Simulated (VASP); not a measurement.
# AgCl: relaxation of cell and atoms with r2SCAN

AgCl:

```xyz
2
Lattice="0.0000 3.0294 3.0294 3.0294 0.0000 3.0294 3.0294 3.0294 0.0000" Properties=species:S:1:pos:R:3 pbc="T T T"
Ag    0.0000    0.0000    0.0000
Cl    1.5147    1.5147    1.5147
```

```
Program                : VASP 6.6.1
Task                   : relaxation of cell and atoms
Functional             : r2SCAN
Potentials or basis    : VASP PAW PBE potentials, release 64 (Ag, Cl)
Cutoff                 : 600 eV
k mesh                 : 6 × 6 × 6
Occupations            : fermi-dirac, width 0.02 eV
Spin                   : no spin polarisation
Dipole correction      : no
Further INCAR settings : ALGO = Normal; EDIFF = 1e-07; IBRION = 2; EDIFFG = -0.005; NSW = 80; ISIF = 3
```

| Item | Value |
| --- | --- |
| Relaxed volume | 26.80 Å³/atom |
| Relaxed cell | a = 4.232 Å, b = 4.232 Å, c = 4.232 Å, α = 60.00°, β = 60.00°, γ = 60.00° |
| Space group after relaxing (to 0.1 Å) | F-43m (No. 216) |
| Energy gained by relaxing | 4.0 meV/atom |
| Ionic steps | 3 |
| Pressure after relaxing | 0.0 GPa |
| Band gap on the k mesh | 1.60 eV |

Step by step:
```tsv
step	energy change (eV)	largest force (eV/Å)	pressure (GPa)	volume (Å³)
1	0.0000	0.0000	-1.20	55.60
2	-0.0076	0.0000	-0.23	53.94
3	-0.0079	0.0000	-0.01	53.60
```

Final structure:
```
Ag Cl
1.0
     0.00000    2.99256    2.99256
     2.99256    0.00000    2.99256
     2.99256    2.99256    0.00000
Ag Cl
1 1
Direct
  0.00000 0.00000 0.00000
  0.25000 0.25000 0.25000
```

Levels at points of the mesh, in eV from the valence-band top:
| k point | band 6 | band 7 | band 8 | band 9 | band 10 | band 11 | band 12 | band 13 |
| --- | --- | --- | --- | --- | --- | --- | --- | --- |
| (0.00, 0.00, 0.00) | -2.13 | 0.00 | 0.00 | 0.00 | 1.60 | 8.67 | 8.67 | 8.67 |
| (0.50, 0.00, 0.00) | -2.06 | -1.98 | -0.58 | -0.58 | 4.21 | 6.99 | 8.95 | 8.95 |
| (0.50, 0.50, 0.00) | -1.98 | -1.71 | -1.37 | -1.37 | 5.08 | 5.96 | 8.95 | 11.33 |

Run time: 4.6 min on 1 thread of Intel Xeon 8259CL, with other jobs on the host, peak memory 0.23 GiB.

Caveat: the PAW data sets were made with another functional, which shifts forces and pressure a little.
